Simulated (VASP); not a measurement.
# MgSc2Br (P-4m2) in VASP: further runs, part 2 of 2

VASP 6.6.1. Earlier steps stand in the parts before.

## Step 4: Single point, PBE

This run uses another cell than the first one, of 26.50 Å³/atom.

The input, INCAR:

```
PREC = Accurate
ENCUT = 520
EDIFF = 1E-6
ISMEAR = 0
SIGMA = 0.1
LREAL = False
LASPH = True
NELM = 80
ALGO = Normal
ISIF = 2
LWAVE = False
LCHARG = True
GGA = PE
LELF = True
LVHAR = True
NBANDS = 24
```

The input, KPOINTS:

```
Automatic mesh
0
Gamma
  6 6 2
```

The input, POSCAR:

```
MgSc2Br
1.0
    3.2712612375      0.0000000000      0.0000000000
    0.0000000000      3.2712612375      0.0000000000
    0.0000000000      0.0000000000      9.9045581101
Mg Sc Br
1 2 1
Direct
    0.0000000000      0.0000000000      0.5000000000
    0.5000000000      0.0000000000      0.7741036484
    0.0000000000      0.5000000000      0.2258963516
    0.5000000000      0.5000000000      0.0000000000
```

Potentials or basis: VASP PAW PBE potentials, release 64 (Mg, Sc_sv, Br).

Run with:

```
$ cat potpaw_PBE.64/Mg/POTCAR potpaw_PBE.64/Sc_sv/POTCAR potpaw_PBE.64/Br/POTCAR > POTCAR
$ mpirun -np 1 vasp_std > vasp.out
```

OUTCAR:

```text
PREC = Accurate
   ENCUT = 520
   EDIFF = 1E-6
   ISMEAR = 0
   LREAL = False
   LASPH = True
   NELM = 80
   ISIF = 2
   GGA = PE

 ion  position               nearest neighbor table
   1  0.000  0.000  0.500-   2 3.17   3 3.17   3 3.17   2 3.17
   2  0.500  0.000  0.774-   4 2.77   4 2.77   1 3.17   1 3.17
   3  0.000  0.500  0.226-   4 2.77   4 2.77   1 3.17   1 3.17
   4  0.500  0.500  0.000-   2 2.77   3 2.77   2 2.77   3 2.77

  LATTYP: Found a simple tetragonal cell.
 ALAT       =     3.2712612375
 C/A-ratio  =     3.0277490518

  Lattice vectors:

 A1 = (   3.2712612375,   0.0000000000,   0.0000000000)
 A2 = (   0.0000000000,   3.2712612375,   0.0000000000)
 A3 = (   0.0000000000,   0.0000000000,   9.9045581101)

Analysis of symmetry for initial positions (statically):
=====================================================================
 Subroutine PRICEL returns:
 Original cell was already a primitive cell.
[... 164 lines left out ...]
  ---------------------------------------------------
  free energy    TOTEN  =       -15.94002713 eV

  energy without entropy =      -15.90802591  energy(sigma->0) =      -15.92402652

 E-fermi :   3.5429     XC(G=0):  -9.0239

 val. band max:        3.5378485396   @ k =   0.1667   0.1667   0.5000
 cond. band min:       3.5639106395   @ k =   0.3333   0.3333   0.5000
 fundamental gap:      0.0260620999
 Fermi energy:         3.5429200870

 k-point     1 :       0.0000    0.0000    0.0000
  band No.  band energies     occupation
      1     -46.6176      2.00000
      2     -46.6174      2.00000
      3     -25.3498      2.00000
      4     -25.3370      2.00000
      5     -25.1272      2.00000
      6     -25.1272      2.00000
[... 529 lines left out ...]
     23       6.4985      0.00000
     24       6.4985      0.00000

------------------------ aborting loop because EDIFF is reached ----------------------------------------

  FORCE on cell =-STRESS in cart. coord.  units (eV):
  Direction    XX          YY          ZZ          XY          YZ          ZX
  --------------------------------------------------------------------------------------
  -------------------------------------------------------------------------------------
  Total        0.0252924      0.0252924      0.0246089      0.0000000      0.0000000      0.0000000
  in kB        0.3823271      0.3823271      0.3719951      0.0000000      0.0000000      0.0000000
  external PRESSURE =       0.3788831 kB  Pullay stress =       0.0000000 kB

 VOLUME and BASIS-vectors are now :
 -----------------------------------------------------------------------------
  energy-cutoff  :      520.00
  volume of cell :      105.99
      direct lattice vectors                 reciprocal lattice vectors
     3.271261238  0.000000000  0.000000000     0.305692492  0.000000000  0.000000000
     0.000000000  3.271261238  0.000000000     0.000000000  0.305692492  0.000000000
     0.000000000  0.000000000  9.904558110     0.000000000  0.000000000  0.100963616

 POSITION                                       TOTAL-FORCE (eV/Angst)
 -----------------------------------------------------------------------------------
      0.00000      0.00000      4.95228         0.000000      0.000000     -0.000000
      1.63563      0.00000      7.66715        -0.000000      0.000000     -0.012421
      0.00000      1.63563      2.23740        -0.000000      0.000000      0.012421
      1.63563      1.63563      0.00000        -0.000000     -0.000000     -0.000000
 -----------------------------------------------------------------------------------
    total drift:                                0.000000     -0.000000      0.000000

  FREE ENERGIE OF THE ION-ELECTRON SYSTEM (eV)
  ---------------------------------------------------
  free  energy   TOTEN  =       -15.9400271307 eV

  energy  without entropy=      -15.9080259146  energy(sigma->0) =      -15.92402652
```

OSZICAR:

```text
N       E                     dE             d eps       ncg     rms          rms(c)
DAV:   1     0.420728405782E+03    0.42073E+03   -0.13491E+04   960   0.118E+03
DAV:   2     0.150915119971E+02   -0.40564E+03   -0.39712E+03  1128   0.456E+02
DAV:   3    -0.163682834190E+02   -0.31460E+02   -0.29112E+02  1656   0.138E+02
DAV:   4    -0.175624034346E+02   -0.11941E+01   -0.11781E+01  1480   0.211E+01
DAV:   5    -0.175778390978E+02   -0.15436E-01   -0.15402E-01  1472   0.291E+00    0.859E+00
DAV:   6    -0.161439260248E+02    0.14339E+01   -0.74221E+00  1472   0.211E+01    0.332E+00
DAV:   7    -0.159750001628E+02    0.16893E+00   -0.53694E-01  1600   0.554E+00    0.191E+00
DAV:   8    -0.159417259828E+02    0.33274E-01   -0.91896E-02  1416   0.211E+00    0.522E-01
DAV:   9    -0.159398657349E+02    0.18602E-02   -0.11575E-02  1536   0.972E-01    0.929E-02
DAV:  10    -0.159399962453E+02   -0.13051E-03   -0.87930E-04  1472   0.281E-01    0.487E-02
DAV:  11    -0.159400326130E+02   -0.36368E-04   -0.16584E-04  1632   0.115E-01    0.161E-02
DAV:  12    -0.159400269114E+02    0.57016E-05   -0.23091E-05  1480   0.548E-02    0.854E-03
DAV:  13    -0.159400271307E+02   -0.21928E-06   -0.35357E-06  1104   0.159E-02
   1 F= -.15940027E+02 E0= -.15924027E+02  d E =-.320012E-01
```

Wall time 20 s (1 thread of Intel Xeon 6975P-C (Granite Rapids), shared host); peak memory 0.22 GiB.

Results:

* Free energy: -15.9400 eV
* Pressure: 0.0 GPa
* Largest force: 0.012 eV/Å
* Band gap on the k mesh: zero (an odd number of electrons rules out a gap without spin polarisation)

Forces in eV/Å, atoms in the order of the input:
```
Mg   0.000  0.000  0.000
Sc   0.000  0.000 -0.012
Sc   0.000  0.000  0.012
Br   0.000  0.000  0.000
```

## Step 5: Relaxation of cell and atoms, PBE

The input, INCAR:

```
SYSTEM = MgSc2Br
ALGO = Normal
EDIFF = 1E-6
EDIFFG = -0.04
ENCUT = 600
GGA = PE
IBRION = 2
ISIF = 3
ISMEAR = 0
LASPH = .TRUE.
LCHARG = .FALSE.
LREAL = .FALSE.
LWAVE = .FALSE.
NELM = 60
NSW = 90
PREC = Accurate
SIGMA = 0.1
```

The input, KPOINTS:

```
k-points
0
G
  4 4 4
  0 0 0
```

The input, POSCAR:

```
MgSc2Br
1.0
    4.1426477800      0.0000000000      0.0000000000
    0.0000000000      4.1426477800      0.0000000000
    0.0000000000      0.0000000000      5.8499590700
Mg Sc Br
1 2 1
Direct
    0.0000000000      0.0000000000      0.5000000000
    0.5000000000      0.0000000000      0.7375689700
    0.0000000000      0.5000000000      0.2624310300
    0.5000000000      0.5000000000      0.0000000000
```

Run with:

```
$ cat potpaw_PBE.64/Mg/POTCAR potpaw_PBE.64/Sc_sv/POTCAR potpaw_PBE.64/Br/POTCAR > POTCAR
$ mpirun -np 1 vasp_std > vasp.out
```

It took 8.2 min on 1 thread of Intel Xeon 6975P-C (Granite Rapids), shared host; peak memory 0.28 GiB.

The run converged. Its results:

| Property | Result |
| --- | --- |
| Free energy | -16.0069 eV |
| Relaxed volume | 26.44 Å³/atom |
| Relaxed cell | a = 3.275 Å, b = 3.275 Å, c = 9.859 Å, α = 90.00°, β = 90.00°, γ = 90.00° |
| Space group after relaxing (to 0.1 Å) | P-4m2 (No. 115) |
| Energy gained by relaxing | 647.6 meV/atom |
| Ionic steps | 38 |
| Pressure after relaxing | -0.1 GPa |
| Largest force after relaxing | 0.012 eV/Å |
| Band gap on the k mesh | zero (an odd number of electrons rules out a gap without spin polarisation) |

Forces in eV/Å, atoms in the order of the input:
```
Mg   0.000  0.000  0.000
Sc   0.000  0.000  0.012
Sc   0.000  0.000 -0.012
Br   0.000  0.000  0.000
```

Stress tensor (GPa, compression positive):
```
-0.02  0.00  0.00
 0.00 -0.02  0.00
 0.00  0.00 -0.22
```

Step by step:
| step | energy change (eV) | largest force (eV/Å) | pressure (GPa) | volume (Å³) |
| --- | --- | --- | --- | --- |
| 1 | 0.0000 | 1.3484 | 11.00 | 100.39 |
| 2 | -0.9365 | 0.7688 | 0.20 | 127.55 |
| 3 | -0.9454 | 0.7095 | -0.58 | 131.48 |
| 4 | -0.9454 | 0.7199 | -0.46 | 130.81 |
| 5 | -1.0042 | 0.6180 | -0.38 | 129.87 |
| 6 | -1.1237 | 0.2312 | 0.24 | 127.03 |
| 7 | -0.9666 | 0.8399 | 3.50 | 121.22 |
| 8 | -1.1417 | 0.0130 | 0.71 | 125.79 |
| 9 | -1.1606 | 0.0351 | -0.26 | 130.13 |
| 10 | -1.1611 | 0.0426 | -0.46 | 131.14 |
| 11 | -1.1839 | 0.1274 | -0.48 | 131.21 |
| 12 | -1.2838 | 0.3248 | -0.49 | 130.67 |
| 13 | -1.5705 | 0.9316 | -0.51 | 126.54 |
| 14 | -1.3853 | 2.5760 | 3.90 | 108.46 |
| 15 | -1.5796 | 1.6256 | 0.31 | 122.00 |
| 16 | -1.5994 | 2.0590 | 0.80 | 119.56 |
| 17 | -1.5892 | 2.5033 | 2.11 | 114.37 |
| 18 | -1.5906 | 2.4941 | 2.08 | 114.39 |
| 19 | -1.5939 | 2.4678 | 1.97 | 114.45 |
| 20 | -1.5964 | 2.4086 | 1.76 | 114.55 |
| 21 | -1.6000 | 2.4011 | 1.75 | 114.57 |
| 22 | -1.6106 | 2.3827 | 1.68 | 114.65 |
| 23 | -1.6315 | 2.3480 | 1.55 | 114.81 |
| 24 | -1.6719 | 2.2755 | 1.29 | 115.12 |
| 25 | -1.7472 | 2.1375 | 0.80 | 115.73 |
| 26 | -1.8767 | 1.8692 | -0.10 | 116.96 |
| 27 | -2.0589 | 1.3988 | -1.54 | 119.37 |
| 28 | -2.1774 | 0.6602 | -3.16 | 124.00 |
| 29 | -2.2965 | 0.5602 | -2.61 | 120.07 |
| 30 | -2.4961 | 0.1487 | -0.14 | 108.89 |
| 31 | -2.5016 | 0.0217 | 0.59 | 106.46 |
| 32 | -2.5562 | 0.1194 | 0.17 | 106.32 |
| 33 | -2.5744 | 0.2817 | -0.20 | 106.08 |
| 34 | -2.5749 | 0.2579 | -0.15 | 106.12 |
| 35 | -2.5810 | 0.2028 | -0.05 | 105.78 |
| 36 | -2.5889 | 0.0679 | 0.23 | 104.97 |
| 37 | -2.5893 | 0.0289 | 0.32 | 104.72 |
| 38 | -2.5903 | 0.0118 | -0.09 | 105.76 |

Final structure:
```
Mg Sc Br
1.0
     3.27517    0.00000    0.00000
     0.00000    3.27517    0.00000
     0.00000    0.00000    9.85914
Mg Sc Br
1 2 1
Cartesian
  0.0000 0.0000 4.9296
  1.6376 0.0000 7.6319
  0.0000 1.6376 2.2273
  1.6376 1.6376 0.0000
```

Levels at points of the mesh, in eV from the Fermi level:
```csv
k point,band 14,band 15,band 16,band 17,band 18,band 19
"(0.00, 0.00, 0.00)",-2.42,-1.78,-0.46,-0.09,0.01,1.83
"(0.50, 0.00, 0.00)",-1.57,-0.81,-0.31,0.24,0.49,0.50
"(0.50, 0.50, 0.00)",-0.85,-0.47,0.35,0.68,0.87,1.22
"(0.00, 0.00, 0.50)",-3.22,-1.16,-0.49,-0.04,0.03,1.81
"(0.50, 0.00, 0.50)",-1.59,-0.84,-0.25,0.14,0.46,0.72
"(0.50, 0.50, 0.50)",-0.92,-0.30,-0.06,1.07,1.13,1.13
```

Caveat: the k points lie up to 0.48 Å⁻¹ apart in the final cell, too coarse for converged energies and pressures of a metal; a cell axis changed by over 15 % at a fixed basis, so the end point is rough.

## Step 6: The runs side by side

```tsv
task	cell	k mesh	cutoff (eV)	gap on the mesh (eV)	pressure (GPa)	largest force (eV/Å)
single point	a = 4.143, b = 4.143, c = 5.850 Å, 4 atoms, atomic positions A	4 × 4 × 4	520	none	11.0	1.35
single point	a = 3.271, b = 3.271, c = 9.894 Å, 4 atoms, atomic positions B	4 × 4 × 4	520	none	0.0	0.02
single point	a = 3.271, b = 3.271, c = 9.905 Å, 4 atoms, atomic positions C	6 × 6 × 2	520	none	0.0	0.01
relaxation of cell and atoms	relaxed from a = 4.143, b = 4.143, c = 5.850 Å, 4 atoms, atomic positions A	4 × 4 × 4	600	none	-0.1	0.01
```

Alike in all rows: level PBE; potentials or basis VASP PAW PBE potentials, release 64 (Mg, Sc_sv, Br); no spin polarisation; smearing gaussian 0.1 eV.

Caveats: some runs use coarse meshes; forces of over 1 eV/Å act on the atoms, so gaps and moduli don't describe the material at rest (at least some runs); a cell axis changed by over 15 % at a fixed basis, so the end point is rough (at least some runs).

Total energies depend on the potentials used, so only differences within one code and one set of settings carry meaning.

The gap in the log of VASP goes by the Fermi energy; the results here count the filled bands.